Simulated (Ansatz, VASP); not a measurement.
# Two plane-wave programs on Ir

The input INCAR:

```
SYSTEM = Ir
  ALGO = Normal
  EDIFF = 1E-6
  EDIFFG = -0.01
  ENCUT = 600
  GGA = PE
  IBRION = 2
  ISIF = 3
  ISMEAR = -1
  LASPH = .TRUE.
  LCHARG = .FALSE.
  LREAL = .FALSE.
  LWAVE = .FALSE.
  NELM = 60
  NSW = 80
  PREC = Accurate
  SIGMA = 0.1
```

KPOINTS

```
k-points
0
G
  13 13 13
  0 0 0
```

The input POSCAR:

```
Ir
1.0
    2.4815209647      0.0000000000      0.0000000000
    0.0000000000      2.4815209647      0.0000000000
    0.0000000000      0.0000000000      2.4815209647
Ir
1
Direct
    0.0000000000      0.0000000000      0.0000000000
```

Input for Ansatz:

```yaml
crystal:
  lattice:
    - [2.4815209647, 0.0, 0.0]
    - [0.0, 2.4815209647, 0.0]
    - [0.0, 0.0, 2.4815209647]
  atoms:
    - { symbol: Ir, position: [0.0, 0.0, 0.0] }
hamiltonian:
  xc: pbe
  pseudopotentials:
    kind: paw
    azcp:
      Ir: "pseudopotentials/Ir.paw.azcp"
basis:
  ecutwfc: 420
  fft_grid_basis: typed
kpoints:
  mp_grid: { grid: [13, 13, 13], shift: [0, 0, 0] }
magnetization:
  spin_polarized: false
scf:
  occupations: { method: fermi_dirac, width: 0.1 }
relax:
  max_steps: 60
  f_tol: 0.01
  cell: {}
```

Alike in both runs: task relaxation of cell and atoms; functional PBE; k mesh 13 × 13 × 13; occupations fermi-dirac, width 0.1 eV; no spin polarisation.

|  | VASP | Ansatz |
| --- | --- | --- |
| version | VASP 6.6.1 | Ansatz 0.2.0 |
| potentials or method | VASP PAW PBE potentials, release 64 (Ir), cutoff 600 eV | plane waves (420 eV) with PAW, scalar-relativistic |
| valence electrons in the cell | 9 | 17 |

|  | VASP | Ansatz | Ansatz less VASP |
| --- | --- | --- | --- |
| relaxed volume (Å³/atom) | 17.03 | 17.03 | -0.009 |
| relaxed cell length with the largest relative difference (Å) | 2.573 | 2.573 | -0.0004 |

VASP's potentials hold 9 valence electrons a cell and Ansatz's 17, so a difference there can come from the potentials and not from the codes.

Spin-orbit coupling is off throughout.
